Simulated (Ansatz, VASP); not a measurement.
# NaF: VASP beside Ansatz

File INCAR:

```
SYSTEM = NaF
  PREC = Accurate
  ENCUT = 520
  EDIFF = 1E-6
  ISMEAR = 0
  SIGMA = 0.05
  LREAL = .False.
  LASPH = .True.
  NELM = 100
  ALGO = Normal
  ISIF = 2
  LWAVE = .False.
  LCHARG = .False.
  GGA = PS
  NBANDS = 14
```

Contents of KPOINTS:

```
Automatic mesh
0
Gamma
  8 8 8
  0 0 0
```

The input POSCAR:

```
NaF
1.0
    0.0000000000      2.4975475000      2.3233000000
    2.1490525000      0.0000000000      2.3233000000
    2.1490525000      2.4975475000      0.0000000000
Na F
1 1
Direct
    0.0000000000      0.0000000000      0.0000000000
    0.5000000000      0.5000000000      0.5000000000
```

Input for Ansatz:

```yaml
crystal:
  lattice:
    - [0.0, 2.4975475, 2.3233]
    - [2.1490525, 0.0, 2.3233]
    - [2.1490525, 2.4975475, 0.0]
  atoms:
    - { symbol: Na, position: [0.0, 0.0, 0.0] }
    - { symbol: F, position: [0.5, 0.5, 0.5] }
basis:
  ecutwfc: 420
kpoints:
  mp_grid: { grid: [8, 8, 8] }
hamiltonian:
  xc: pbesol
scf:
  occupations: { method: gaussian, width: 0.05 }
output:
  forces: true
  stress: true
  eigenvalues: true
```

Change from the starting cell: strain -0.0750 x Voigt [1, -1, 0, 0, 0, 0], atoms carried along.

Alike in both runs: task single point; functional PBEsol; k mesh 8 × 8 × 8; occupations gaussian, width 0.05 eV; no spin polarisation.

|  | VASP | Ansatz |
| --- | --- | --- |
| version | VASP 6.6.1 | Ansatz 0.2.0 |
| potentials or method | VASP PAW PBE potentials, release 64 (Na_pv, F), cutoff 520 eV | scalar-relativistic, plane waves, PAW |
| valence electrons in the cell | 14 | 16 |

```tsv
	VASP	Ansatz	Ansatz less VASP
gap on the k mesh at the Fermi level (eV)	6.11	6.14	+0.023
least direct gap on the mesh (eV)	6.11	6.14	+0.023
pressure (GPa)	1.8	1.8	0.00
traceless stress, the component that is largest in VASP (GPa)	7.73	7.38	-0.350
```

VASP's potentials were made for PBE, not for PBEsol. VASP's potentials hold 14 valence electrons a cell and Ansatz's 16, so a difference there can come from the potentials and not from the codes.
